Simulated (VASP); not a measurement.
A run of VASP 6.6.1 is set up as follows.

File INCAR:

```
SYSTEM = Si5Ge2
ALGO = Normal
EDIFF = 1E-6
ENCUT = 500
GGA = PE
GGA_COMPAT = .False.
ISIF = 2
ISMEAR = 0
LASPH = .True.
LCHARG = .False.
LREAL = .False.
LWAVE = .False.
NBANDS = 33
NELM = 120
PREC = Accurate
SIGMA = 0.2
```

KPOINTS

```
k-points
0
Gamma
  4 4 4
  0 0 0
```

POSCAR

```
Si5Ge2
1.0
    2.6262553368      1.5162692242      4.7607540334
   -2.6262553368      1.5162692242      4.7607540334
    0.0000000000     -3.0325384527      4.7607540320
Si Ge
5 2
Direct
    0.5000000000      0.5000000000      0.0000000000
    0.0000000000      0.5000000000      0.5000000000
    0.5000000000      0.0000000000      0.5000000000
    0.5000000000      0.5000000000      0.5000000000
    0.0000000000      0.0000000000      0.0000000000
    0.8216260624      0.8216260624      0.8216260624
    0.1783739376      0.1783739376      0.1783739376
```

Potentials or basis: VASP PAW PBE potentials, release 64 (Si, Ge_d).

The run is started by

```sh
$ cat potpaw_PBE.64/Si/POTCAR potpaw_PBE.64/Ge_d/POTCAR > POTCAR
$ mpirun -np 1 vasp_std > vasp.out
```

Predict the band gap on the k mesh.

zero (band 24 reaches 8.90 eV, above the bottom of band 25 at 6.48 eV).

Estimate the largest force.

0.009 eV/Å.

Estimate the pressure.

0.4 GPa.

Forces in eV/Å, atoms in the order of the input:
```
Si   0.000  0.000  0.000
Si   0.000  0.000  0.000
Si   0.000  0.000  0.000
Si   0.000  0.000  0.000
Si   0.000  0.000  0.000
Ge   0.000  0.000 -0.009
Ge   0.000  0.000  0.009
```

Caveat: the k points lie up to 0.36 Å⁻¹ apart.
